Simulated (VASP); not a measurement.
PbS:

```
Pb S
1.0
     0.00000    2.66162    2.66162
     2.66162    0.00000    2.66162
     2.66162    2.66162    0.00000
Pb S
1 1
Cartesian
  0.0000 0.0000 0.0000
  2.6616 2.6616 2.6616
```

* Program: VASP 6.6.1
* Task: relaxation of cell and atoms
* Functional: PBE
* Potentials or basis: VASP PAW PBE potentials, release 64 (Pb_d, S)
* Cutoff: 600 eV
* k mesh: 8 × 8 × 8
* Occupations: fermi-dirac, width 0.02 eV
* Spin: no spin polarisation

At the start: pressure 40.8 GPa; volume 18.86 Å³/atom.

How do energy, volume and symmetry change on relaxing?

Over 3 steps the energy falls by 764.2 meV/atom and the volume is 27.08 Å³/atom (+43.6 %); space group Fm-3m (No. 225, to 0.05 Å).

The path:
```
step  energy change (eV)  largest force (eV/Å)  pressure (GPa)  volume (Å³)
   1              0.0000                0.0000           40.81        37.71
   2             -1.0269                0.0000           -7.80        70.47
   3             -1.5284                0.0000            0.03        54.17
```

Final structure:
```
Pb S
1.0
     0.00000    3.00311    3.00311
     3.00311    0.00000    3.00311
     3.00311    3.00311    0.00000
Pb S
1 1
Cartesian
  0.0000 0.0000 0.0000
  3.0031 3.0031 3.0031
```

Caveat: the volume moved by over 15 % at a fixed basis, so the end points are rough.
